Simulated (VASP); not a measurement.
# BaB5 (P6/mmm) in VASP: single point with PBE

Aim: the single point of BaB5 with PBE.

All numbers are computed with VASP 6.6.1; they aren't measurements. Logs are shortened: lines on timing, memory, paths and dates and some standing lists are left out, and cuts for length are marked.

**1. The cell of the first run**

Symmetry: P6/mmm, No. 191, hexagonal system. The conventional cell has a = 4.960 Å, b = 4.960 Å, c = 2.930 Å, α = 90.00°, β = 90.00°, γ = 120.00°. Within 3.8 Å of Ba (site symmetry 6/mmm) lie 18 B at 2.86 to 2.88 Å and 2 Ba at 2.93 Å. B (site symmetry -6m2) has 6 B at 2.05 Å within 2.7 Å. Within 2.7 Å of B (site symmetry mmm) lie 8 B at 2.05 to 2.48 Å.

**2. Single point, PBE**

POSCAR

```
BaB5
1.0
    4.9599594146      0.0000000000      0.0000000000
   -2.4799797073      4.2954508548      0.0000000000
    0.0000000000      0.0000000000      2.9298913066
Ba B
1 5
Direct
    0.0000000000      0.0000000000      0.0000000000
    0.3333333333      0.6666666667      0.0000000000
    0.6666666667      0.3333333333      0.0000000000
    0.5000000000      0.0000000000      0.5000000000
    0.5000000000      0.5000000000      0.5000000000
    0.0000000000      0.5000000000      0.5000000000
```

INCAR.step1

```
  PREC = Accurate
  ENCUT = 520
  EDIFF = 1E-6
  ISMEAR = 0
  SIGMA = 0.1
  LREAL = F
  LASPH = T
  NELM = 100
  ALGO = Normal
  ISIF = 2
  LWAVE = F
  LCHARG = T
  GGA = PE
  NBANDS = 22
```

KPOINTS.step1

```
Automatic mesh
0
Gamma
  12 12 12
```

INCAR.step2

```
  PREC = Accurate
  ENCUT = 520
  EDIFF = 1E-6
  ISMEAR = -5
  SIGMA = 0.1
  LREAL = F
  LASPH = T
  NELM = 100
  ALGO = Normal
  ISIF = 2
  LWAVE = F
  LCHARG = F
  GGA = PE
  LORBIT = 11
  NBANDS = 22
  NEDOS = 1001
  ICHARG = 11
```

KPOINTS.step2

```
Automatic mesh
0
Gamma
  18 18 18
```

Potentials or basis: VASP PAW PBE potentials, release 64 (Ba_sv, B).

Started as:

```
$ cat potpaw_PBE.64/Ba_sv/POTCAR potpaw_PBE.64/B/POTCAR > POTCAR
$ cp INCAR.step1 INCAR
$ cp KPOINTS.step1 KPOINTS
$ mpirun -np 1 vasp_std > vasp.out
$ cp INCAR.step2 INCAR
$ cp KPOINTS.step2 KPOINTS
$ mpirun -np 1 vasp_std > vasp.out
```

OUTCAR:

```text
PREC = Accurate
   ENCUT = 520
   EDIFF = 1E-6
   ISMEAR = -5
   LREAL = F
   LASPH = T
   NELM = 100
   ISIF = 2
   GGA = PE
   LORBIT = 11
   ICHARG = 11

 ion  position               nearest neighbor table
   1  0.000  0.000  0.000-   2 2.86   3 2.86   3 2.86   2 2.86   3 2.86   2 2.86   4 2.88   4 2.88
                             4 2.88   4 2.88   6 2.88   6 2.88   6 2.88   5 2.88   5 2.88   6 2.88
   2  0.333  0.667  0.000-   6 2.05   6 2.05   4 2.05   4 2.05   5 2.05   5 2.05   1 2.86   1 2.86
                             1 2.86
   3  0.667  0.333  0.000-   6 2.05   6 2.05   4 2.05   4 2.05   5 2.05   5 2.05   1 2.86   1 2.86
                             1 2.86
   4  0.500  0.000  0.500-   2 2.05   3 2.05   2 2.05   3 2.05   1 2.88   1 2.88   1 2.88   1 2.88

   5  0.500  0.500  0.500-   2 2.05   3 2.05   2 2.05   3 2.05   1 2.88   1 2.88   1 2.88   1 2.88

   6  0.000  0.500  0.500-   2 2.05   3 2.05   2 2.05   3 2.05   1 2.88   1 2.88   1 2.88   1 2.88

  LATTYP: Found a hexagonal cell.
 ALAT       =     4.9599594146
 C/A-ratio  =     0.5907087260

  Lattice vectors:

 A1 = (   4.9599594146,   0.0000000000,   0.0000000000)
 A2 = (  -2.4799797073,   4.2954508548,   0.0000000000)
 A3 = (   0.0000000000,   0.0000000000,   2.9298913066)

Analysis of symmetry for initial positions (statically):
=====================================================================
 Subroutine PRICEL returns:
 Original cell was already a primitive cell.

 Routine SETGRP: Setting up the symmetry group for a
 hexagonal supercell.

 Subroutine GETGRP returns: Found 24 space group operations
 (whereof 24 operations were pure point group operations)
 out of a pool of 24 trial point group operations.

The static configuration has the point symmetry D_6h.

Analysis of symmetry for dynamics (positions and initial velocities):
=====================================================================
 Subroutine PRICEL returns:
 Original cell was already a primitive cell.

 Routine SETGRP: Setting up the symmetry group for a
 hexagonal supercell.

 Subroutine GETGRP returns: Found 24 space group operations
 (whereof 24 operations were pure point group operations)
 out of a pool of 24 trial point group operations.

The dynamic configuration has the point symmetry D_6h.

 Subroutine INISYM returns: Found 24 space group operations
 (whereof 24 operations are pure point group operations),
 and found     1 'primitive' translations

----------------------------------------------------------------------------------------

                                     Primitive cell

  volume of cell :      62.4221

  direct lattice vectors                    reciprocal lattice vectors
     4.959959415  0.000000000  0.000000000     0.201614553  0.116402216  0.000000000
    -2.479979707  4.295450855  0.000000000     0.000000000  0.232804433  0.000000000
     0.000000000  0.000000000  2.929891307     0.000000000  0.000000000  0.341309590

  length of vectors
     4.959959415  4.959959415  2.929891307     0.232804433  0.232804433  0.341309590

  position of ions in fractional coordinates (direct lattice)
     0.000000000  0.000000000  0.000000000
     0.333333333  0.666666667  0.000000000
     0.666666667  0.333333333  0.000000000
     0.500000000  0.000000000  0.500000000
     0.500000000  0.500000000  0.500000000
     0.000000000  0.500000000  0.500000000

  ion indices of the primitive-cell ions
   primitive index   ion index
                 1           1
                 2           2
                 3           3
                 4           4
                 5           5
                 6           6

----------------------------------------------------------------------------------------

 KPOINTS: Automatic mesh

Automatic generation of k-mesh.
 Grid dimensions read from file:
 generate k-points for:   18   18   18

 Generating k-lattice:

  Cartesian coordinates                     Fractional coordinates (reciprocal lattice)
     0.011200808  0.006466790  0.000000000     0.055555556  0.000000000  0.000000000
     0.000000000  0.012933580  0.000000000     0.000000000  0.055555556  0.000000000
     0.000000000  0.000000000  0.018961644     0.000000000  0.000000000  0.055555556

  Length of vectors
     0.012933580  0.012933580  0.018961644

  Shift w.r.t. Gamma in fractional coordinates (k-lattice)
     0.000000000  0.000000000  0.000000000

 TETIRR: Found   5931 inequivalent tetrahedra from    34992

 Subroutine IBZKPT returns following result:
 ===========================================

 Found    370 irreducible k-points:

 Following reciprocal coordinates:
            Coordinates               Weight
  0.000000  0.000000  0.000000      1.000000
  0.055556 -0.000000  0.000000      6.000000
  0.111111 -0.000000  0.000000      6.000000
  0.166667  0.000000  0.000000      6.000000
  0.222222  0.000000  0.000000      6.000000
  0.277778  0.000000  0.000000      6.000000
[... 16 lines left out ...]
  0.333333  0.111111  0.000000     12.000000
  0.388889  0.111111  0.000000     12.000000
 [... further k-points ...]
   k-points           NKPTS =    370   k-points in BZ     NKDIM =    370   number of bands    NBANDS=     22
   number of dos      NEDOS =   1001   number of ions     NIONS =      6
   total plane-waves  NPLWV =  38400
   dimension x,y,z NGX =    40 NGY =   40 NGZ =   24
   dimension x,y,z NGXF=    80 NGYF=   80 NGZF=   48
   ions per type =               1   5
   NGX,Y,Z   is equivalent  to a cutoff of  13.41, 13.41, 13.62 a.u.
   NGXF,Y,Z  is equivalent  to a cutoff of  26.81, 26.81, 27.24 a.u.
 SYSTEM =  unknown system
   PREC   = accura    normal or accurate (medium, high low for compatibility)
   ISTART =      0    job   : 0-new  1-cont  2-samecut
   ICHARG =     11    charge: 1-file 2-atom 10-const
   ISPIN  =      1    spin polarized calculation?
   LNONCOLLINEAR =      F non collinear calculations
   LSORBIT =      F    spin-orbit coupling
   LASPH  =      T    aspherical Exc in radial PAW
   ENCUT  =  520.0 eV  38.22 Ry    6.18 a.u.   9.22  9.22  5.45*2*pi/ulx,y,z
   NELM   =    100;   NELMIN=  2; NELMDL=  0     # of ELM steps
   EDIFF  = 0.1E-05   stopping-criterion for ELM
   LREAL  =      F    real-space projection
[... 7 lines left out ...]
   TEBEG  =    0.0;   TEEND  =   0.0 temperature during run
   PSTRESS=    0.0 pullay stress
   NELECT =      25.0000    total number of electrons
   NUPDOWN=      -1.0000    fix difference up-down
   EMIN   =  10.00;   EMAX   =-10.00  energy-range for DOS
   EFERMI =   0.00;   METHOD = LEGACY
   ISMEAR =    -5;   SIGMA  =   0.10  broadening in eV -4-tet -1-fermi 0-gaus
   EFERMI_NEDOS =   21; number of points for ismear=-14 and -15
   IALGO  =     38    algorithm
   IMIX   =      4    mixing-type and parameters
     AMIX     =   0.40;   BMIX     =  1.00
     AMIX_MAG =   1.60;   BMIX_MAG =  1.00
  volume/ion in A,a.u.               =      10.40        70.21
  Fermi-wavevector in a.u.,A,eV,Ry     =   1.206726  2.280382 19.812639  1.456188
  Thomas-Fermi vector in A             =   2.342385
   LORBIT       =     11    0 simple, 1 ext, 2 COOP (PROOUT), +10 PAW based schemes
   GGA     = PE    functional components
   LHFCALC =     F    Hartree Fock is set to
   AEXX    =    0.0000 exact exchange contribution
   IVDW    =     0    specifies the selected vdW correction
   LEPSILON=     F    determine dielectric tensor
   LRPA    =     F    only Hartree local field effects (RPA)
 non-spin polarized calculation
 Fermi weights with tetrahedron method with Bloechl corrections
  energy-cutoff  :      520.00
  volume of cell :       62.42
 maximum number of plane-waves:      1700
 NGX is ok and might be reduce to    40

 number of electron      25.0000000 magnetization

 Free energy of the ion-electron system (eV)
  ---------------------------------------------------
  ext. energy  EPLUGINS =         0.00000000
  ---------------------------------------------------
  free energy    TOTEN  =       -28.16962044 eV

  energy without entropy =      -28.16962044  energy(sigma->0) =      -28.16962044

 E-fermi :   6.2263     XC(G=0): -11.6531

 val. band max:        6.2729207654   @ k =   0.3333   0.1667   0.3333
 cond. band min:       6.1013257840   @ k =   0.3889   0.0000   0.3889
 fundamental gap:     -0.1715949814
 Fermi energy:         6.2263394177

 k-point     1 :       0.0000    0.0000    0.0000
  band No.  band energies     occupation
      1     -21.4440      2.00000
      2      -7.2398      2.00000
      3      -7.2398      2.00000
      4      -6.6804      2.00000
      5      -3.7721      2.00000
      6      -2.5911      2.00000
[... 14 lines left out ...]
     21      13.6088      0.00000
     22      13.8901      0.00000

 k-point     2 :       0.0556   -0.0000    0.0000
  band No.  band energies     occupation
      1     -21.4432      2.00000
      2      -7.4033      2.00000
      3      -7.2491      2.00000
      4      -6.4934      2.00000
      5      -3.7703      2.00000
      6      -2.7662      2.00000
[... 14 lines left out ...]
     21      13.7320      0.00000
     22      13.9553      0.00000

 k-point     3 :       0.1111   -0.0000    0.0000
  band No.  band energies     occupation
      1     -21.4409      2.00000
      2      -7.6777      2.00000
      3      -7.2755      2.00000
      4      -6.1524      2.00000
      5      -3.7650      2.00000
      6      -3.0868      2.00000
[... 14 lines left out ...]
     21      13.9326      0.00000
     22      13.9850      0.00000

 k-point     4 :       0.1667    0.0000    0.0000
  band No.  band energies     occupation
      1     -21.4374      2.00000
      2      -7.9444      2.00000
      3      -7.3149      2.00000
      4      -5.7886      2.00000
      5      -3.7570      2.00000
      6      -3.3834      2.00000
[... 14 lines left out ...]
     21      13.8440      0.00000
     22      13.9468      0.00000

 k-point     5 :       0.2222    0.0000    0.0000
  band No.  band energies     occupation
      1     -21.4330      2.00000
      2      -8.1815      2.00000
      3      -7.3616      2.00000
      4      -5.4526      2.00000
      5      -3.7471      2.00000
      6      -3.5910      2.00000
[... 417 lines left out ...]
 k-point    22 :       0.2778    0.1111    0.0000
  band No.  band energies     occupation
      1     -21.4229      2.00000
      2      -8.5279      2.00000
      3      -7.5931      2.00000
      4      -4.8069      2.00000
      5      -3.7238      2.00000
      6      -3.6739      2.00000
[... 14 lines left out ...]
     21      13.3150      0.00000
     22      14.2478      0.00000

 k-point    23 :       0.3333    0.1111    0.0000
  band No.  band energies     occupation
      1     -21.4195      2.00000
      2      -8.6244      2.00000
      3      -7.6505      2.00000
      4      -4.7664      2.00000
      5      -3.7161      2.00000
      6      -3.4506      2.00000
[... 14 lines left out ...]
     21      13.3107      0.00000
     22      14.3152      0.00000

 k-point    24 :       0.3889    0.1111    0.0000
  band No.  band energies     occupation
      1     -21.4173      2.00000
      2      -8.6832      2.00000
      3      -7.6873      2.00000
      4      -4.7734      2.00000
      5      -3.7111      2.00000
      6      -3.2295      2.00000
[... 14 lines left out ...]
     21      13.7401      0.00000
     22      14.3593      0.00000

 [... further k-points ...]

------------------------ aborting loop because EDIFF is reached ----------------------------------------

  FORCE on cell =-STRESS in cart. coord.  units (eV):
  Direction    XX          YY          ZZ          XY          YZ          ZX
  --------------------------------------------------------------------------------------
  -------------------------------------------------------------------------------------
  Total        1.2296716      1.2296716      1.9414375      0.0000000     -0.0000000      0.0000000
  in kB       31.5617683     31.5617683     49.8305431      0.0000000     -0.0000000      0.0000000
  external PRESSURE =      37.6513599 kB  Pullay stress =       0.0000000 kB

 VOLUME and BASIS-vectors are now :
 -----------------------------------------------------------------------------
  energy-cutoff  :      520.00
  volume of cell :       62.42
      direct lattice vectors                 reciprocal lattice vectors
     4.959959415  0.000000000  0.000000000     0.201614553  0.116402216  0.000000000
    -2.479979707  4.295450855  0.000000000     0.000000000  0.232804433  0.000000000
     0.000000000  0.000000000  2.929891307     0.000000000  0.000000000  0.341309590

 POSITION                                       TOTAL-FORCE (eV/Angst)
 -----------------------------------------------------------------------------------
      0.00000      0.00000      0.00000         0.000000      0.000000      0.000000
     -0.00000      2.86363      0.00000         0.000000     -0.000000      0.000000
      2.47998      1.43182      0.00000        -0.000000      0.000000      0.000000
      2.47998      0.00000      1.46495         0.000000      0.000000      0.000000
      1.23999      2.14773      1.46495         0.000000      0.000000      0.000000
     -1.23999      2.14773      1.46495         0.000000      0.000000      0.000000
 -----------------------------------------------------------------------------------
    total drift:                                0.000000     -0.000000     -0.000000

  FREE ENERGIE OF THE ION-ELECTRON SYSTEM (eV)
  ---------------------------------------------------
  free  energy   TOTEN  =       -28.1696204416 eV

  energy  without entropy=      -28.1696204416  energy(sigma->0) =      -28.16962044

 total charge

# of ion       s       p       d       tot
------------------------------------------
    1        2.036   5.618   0.805   8.459
    2        0.696   0.965   0.000   1.661
    3        0.696   0.965   0.000   1.661
    4        0.694   0.919   0.000   1.612
    5        0.694   0.919   0.000   1.612
    6        0.694   0.919   0.000   1.612
--------------------------------------------------
tot          5.508  10.306   0.805  16.618
```

Run time: 6.6 min. Hardware: 1 thread of Intel Xeon Platinum 8488C (Sapphire Rapids), shared host; peak memory 0.52 GiB.

What came out:

* Valence electrons inside the program's atomic spheres: Ba 8.46; B 1.66, 1.61 (each value once)

Caveat: spin-orbit coupling is left out, which moves the levels of the heavy elements; tetrahedron occupations give inexact forces and stress in metals.
